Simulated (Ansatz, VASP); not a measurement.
**One calculation of I, two programs**

The input INCAR:

```
PREC = Accurate
ENCUT = 520
EDIFF = 1E-6
ISMEAR = -1
SIGMA = 0.08
LREAL = F
LASPH = T
NELM = 60
ALGO = Normal
ISIF = 2
LWAVE = F
LCHARG = F
GGA = PE
NBANDS = 14
```

The input KPOINTS:

```
Automatic mesh
0
Gamma
  12 12 7
```

File POSCAR:

```
I
1.0
    3.8087177912      0.0000000000      0.0000000000
   -1.9043588956      3.2984463630      0.0000000000
    0.0000000000      0.0000000000      4.9314241120
I
2
Direct
    0.3333333333      0.6666666667      0.2500000000
    0.6666666667      0.3333333333      0.7500000000
```

Input for Ansatz:

```yaml
crystal:
  lattice:
    - [3.8087177912, 0.0, 0.0]
    - [-1.9043588956, 3.298446363, 0.0]
    - [0.0, 0.0, 4.931424112]
  atoms:
    - { symbol: I, position: [0.3333333333, 0.6666666667, 0.25] }
    - { symbol: I, position: [0.6666666667, 0.3333333333, 0.75] }
kpoints:
  mp_grid: { grid: [12, 12, 7] }
scf:
  occupations: { method: fermi_dirac, width: 0.08 }
hamiltonian:
  xc: pbe
  pseudopotentials: { kind: all_electron, lapw: { basis_error: 0.001 } }
output:
  forces: true
  stress: true
  eigenvalues: true
  populations: true
```

Change from the starting cell: volume scaled by 0.8, LAPW.

Alike in both runs: task single point; functional PBE; k mesh 12 × 12 × 7; occupations fermi-dirac, width 0.08 eV; no spin polarisation.

|  | VASP | Ansatz |
| --- | --- | --- |
| version | VASP 6.6.1 | Ansatz 0.2.0 |
| potentials or method | VASP PAW PBE potentials, release 64 (I), cutoff 520 eV | all-electron LAPW, scalar-relativistic |

```tsv
	VASP	Ansatz	Ansatz less VASP
pressure (GPa)	6.5	6.5	+0.07
```

Ansatz ran all-electron here, and VASP with PAW potentials.

Neither program's run includes spin-orbit coupling.
